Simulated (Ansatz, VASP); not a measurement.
# WS2: VASP beside Ansatz

```
CELL_PARAMETERS angstrom
3.18110 0.00000 0.00000
-1.59055 2.71359 0.00000
0.00000 0.00000 16.95074
ATOMIC_POSITIONS crystal
W 0.33333 0.66667 0.00000
S 0.66667 0.33333 0.90802
S 0.66667 0.33333 0.09198
```

Change from the starting cell: strain -0.0150 x Voigt [0, 1, 0, 0, 0, 0], atoms carried along.

Alike in both runs: task single point; functional r2SCAN; k mesh 12 × 12 × 2; occupations gaussian, width 0.05 eV; no spin polarisation.

|  | VASP | Ansatz |
| --- | --- | --- |
| version | VASP 6.6.1 | Ansatz 0.2.0 |
| potentials or method | VASP PAW PBE potentials, release 64 (W_sv, S), cutoff 520 eV | scalar-relativistic, plane waves, PAW |
| valence electrons in the cell | 26 | 26 |

|  | VASP | Ansatz | Ansatz less VASP |
| --- | --- | --- | --- |
| gap on the k mesh at the Fermi level (eV) | 2.01 | 2.01 | -0.004 |
| least direct gap on the mesh (eV) | 2.01 | 2.01 | -0.004 |
| rms of the force components (eV/Å) | 0.103 | 0.094 | -0.0097 |

VASP's potentials were made for PBE, not for r2SCAN. Atom by atom the forces differ by 0.011 eV/Å (rms over components).

Spin-orbit coupling is off throughout.
